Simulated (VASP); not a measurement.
A run of VASP 6.6.1 is set up as follows.

Contents of POSCAR:

```
Ir
1.0
    2.4906551527     -0.0593900887      0.0715731059
   -1.2967609019      2.2886709040     -0.1034364558
    0.1159570565     -0.1265563278      4.6091990527
Ir
2
Direct
    0.6387898972      0.3622766406      0.7534506206
    0.3612101028      0.6377233594      0.2465493794
```

INCAR.step1

```
SYSTEM = Ir
ALGO = Normal ; EDIFF = 1E-4
ENCUT = 520 ; GGA = PE
ISMEAR = 0 ; LASPH = .True.
LCHARG = .False. ; LREAL = .False.
LWAVE = .True. ; NBANDS = 16
NELM = 60 ; PREC = Accurate
SIGMA = 0.15
```

File INCAR.step2:

```
SYSTEM = Ir
ALGO = Normal ; EDIFF = 1E-7
ENCUT = 520 ; ISIF = 2
ISMEAR = 0 ; ISTART = 1
LASPH = .True. ; LCHARG = .True.
LELF = .True. ; LMIXTAU = .True.
LREAL = .False. ; LVHAR = .True.
LWAVE = .False. ; METAGGA = R2SCAN
NBANDS = 16 ; NELM = 60
PREC = Accurate ; SIGMA = 0.15
```

File KPOINTS:

```
k-points
0
Gamma
  12 12 8
  0 0 0
```

Potentials or basis: VASP PAW PBE potentials, release 64 (Ir).

Run with:

```sh
$ cat potpaw_PBE.64/Ir/POTCAR > POTCAR
$ cp INCAR.step1 INCAR
$ mpirun -np 1 vasp_std > vasp.out
$ cp INCAR.step2 INCAR
$ mpirun -np 1 vasp_std > vasp.out
```

(1) What does it give for the pressure?

(2) What does it give for the band gap on the k mesh?

(3) Estimate the largest force.

Answers

(1) 63.5 GPa.

(2) zero (bands 9 and 10 overlap by 4.26 eV).

(3) 1.717 eV/Å.

Caveat: the cell differs from its parent crystal (atoms moved at random and the cell strained at random); the cell stands under pressure; the PAW data sets were made with another functional, which shifts forces and pressure a little; spin-orbit coupling is left out, which moves the levels of the heavy elements.
